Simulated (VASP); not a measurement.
Write the native input for VASP 6.6.1 that does the following.

```
Task                   : single point
Functional             : LDA
Potentials or basis    : VASP PAW LDA potentials, release 64 (Al, N)
Cutoff                 : 520 eV
k mesh                 : 9 × 9 × 6
Occupations            : gaussian, width 0.05 eV
Spin                   : no spin polarisation
Dipole correction      : no
Further INCAR settings : ALGO = Normal; EDIFF = 1e-06; NBANDS = 16
```

The structure of AlN lies in POSCAR:

```
AlN
1.0
    3.1195000000      0.0000000000      0.0000000000
   -1.5597500000      2.7015662471      0.0000000000
    0.0000000000      0.0000000000      4.7458000000
Al N
2 2
Direct
    0.3333333333      0.6666666667     -0.0043340235
    0.6666666667      0.3333333333      0.4956659765
    0.3333333333      0.6666666667      0.3893340235
    0.6666666667      0.3333333333      0.8893340235
```

These files were run (other wordings do the same):

INCAR

```
SYSTEM = AlN
PREC = Accurate
ENCUT = 520
EDIFF = 1E-6
ISMEAR = 0
SIGMA = 0.05
LREAL = .False.
LASPH = .True.
NELM = 60
ALGO = Normal
ISIF = 2
LWAVE = .False.
LCHARG = .True.
GGA = CA
LELF = .True.
LVHAR = .True.
NBANDS = 16
```

KPOINTS

```
Automatic mesh
0
Gamma
  9 9 6
  0 0 0
```

Potentials or basis: VASP PAW LDA potentials, release 64 (Al, N).

The run is started by

```sh
$ cat potpaw_LDA.64/Al/POTCAR potpaw_LDA.64/N/POTCAR > POTCAR
$ mpirun -np 1 vasp_std > vasp.out
```

Results of the run:

```yaml
Pressure: 4.2 GPa
Largest_force: 0.009 eV/Å
Band_gap_on_the_k_mesh: 4.28 eV, direct
```

Run time: 7.6 s on 1 thread of Intel(R) Xeon(R) 6975P-C (Granite Rapids) (shared host), peak memory 0.14 GiB.
